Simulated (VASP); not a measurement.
**Co: single point with PBEsol**

Crystal: Co.

```
Co
1.0
    -1.34480    1.34480    1.34480
     1.34480   -1.34480    1.34480
     1.34480    1.34480   -1.34480
Co
1
Direct
  0.00000 0.00000 0.00000
```

This cell differs from its parent crystal: volume scaled by 0.96.

```json
{
  "Program": "VASP 6.6.1",
  "Task": "single point",
  "Functional": "PBEsol",
  "Potentials or basis": "VASP PAW PBE potentials, release 64 (Co)",
  "Cutoff": "520 eV",
  "k mesh": "26 × 26 × 26",
  "Occupations": "fermi-dirac, width 0.1 eV",
  "Spin": "no spin polarisation",
  "Dipole correction": "no",
  "Further INCAR settings": "ALGO = Normal; EDIFF = 1e-06; NBANDS = 10"
}
```

```json
{
 "Pressure": "10.8 GPa"
}
```

Levels at points of the mesh, in eV from the Fermi level:
| k point | band 1 | band 2 | band 3 | band 4 | band 5 | band 6 | band 7 | band 8 | band 9 | band 10 |
| --- | --- | --- | --- | --- | --- | --- | --- | --- | --- | --- |
| (0.00, 0.00, 0.00) | -9.51 | -2.07 | -2.07 | -2.07 | -0.32 | -0.32 | 26.83 | 26.83 | 26.83 | 33.13 |
| (0.50, 0.00, 0.00) | -5.18 | -3.35 | -0.35 | -0.08 | 0.31 | 1.01 | 8.45 | 19.83 | 22.31 | 25.88 |
| (0.50, 0.50, 0.50) | -4.87 | -4.87 | 0.70 | 0.70 | 0.70 | 10.81 | 10.81 | 10.81 | 17.36 | 17.36 |

Run time: 46 s on 1 thread of AMD EPYC 7R43 64-Core Processor (Zen 3) (shared host), peak memory 0.12 GiB.

Caveat: the PAW data sets were made with another functional, which shifts forces and pressure a little; the run has no spin polarisation, though such a crystal can be magnetic. Spin polarisation is off, so any magnetic state and its effect on volume and gap are missing.
